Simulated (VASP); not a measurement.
Wanted: the native input for a VASP 6.6.1 run.

| Item | Value |
| --- | --- |
| Task | single point |
| Functional | PBEsol |
| Potentials or basis | VASP PAW PBE potentials, release 64 (Re) |
| Cutoff | 520 eV |
| k mesh | 18 × 18 × 10 |
| Occupations | gaussian, width 0.1 eV |
| Spin | no spin polarisation |
| Dipole correction | no |
| Further INCAR settings | ALGO = Fast; EDIFF = 1e-07; NBANDS = 14 |

The structure of Re lies in POSCAR:

```
Re
1.0
    2.7503660254      0.0000000000      0.0000000000
   -1.3751830127      2.3818868477      0.0000000000
    0.0000000000      0.0000000000      4.4432016756
Re
2
Direct
    0.3333333333      0.6666666667      0.2500000000
    0.6666666667      0.3333333333      0.7500000000
```

The input as run:

INCAR

```
SYSTEM = Re
PREC = Accurate ; ENCUT = 520
EDIFF = 1E-7 ; ISMEAR = 0
SIGMA = 0.1 ; LREAL = .False.
LASPH = .True. ; NELM = 60
ALGO = Fast ; ISIF = 2
LWAVE = .False. ; LCHARG = .True.
GGA = PS ; LELF = .True.
LVHAR = .True. ; NBANDS = 14
```

KPOINTS

```
Automatic mesh
0
Gamma
  18 18 10
  0 0 0
```

Potentials or basis: VASP PAW PBE potentials, release 64 (Re).

Command:

```bash
$ cat potpaw_PBE.64/Re/POTCAR > POTCAR
$ mpirun -np 1 vasp_std > vasp.out
```

Results of the run:

```json
{"Pressure": "0.0 GPa", "Band gap on the k mesh": "zero (bands 7 and 8 overlap by 3.23 eV)"}
```

Caveat: the PAW data sets were made with another functional, which shifts forces and pressure a little; spin-orbit coupling is left out, which moves the levels of the heavy elements.

Wall time 3.2 min on 1 thread of Intel Xeon 8259CL (shared host), peak memory 0.2 GiB.
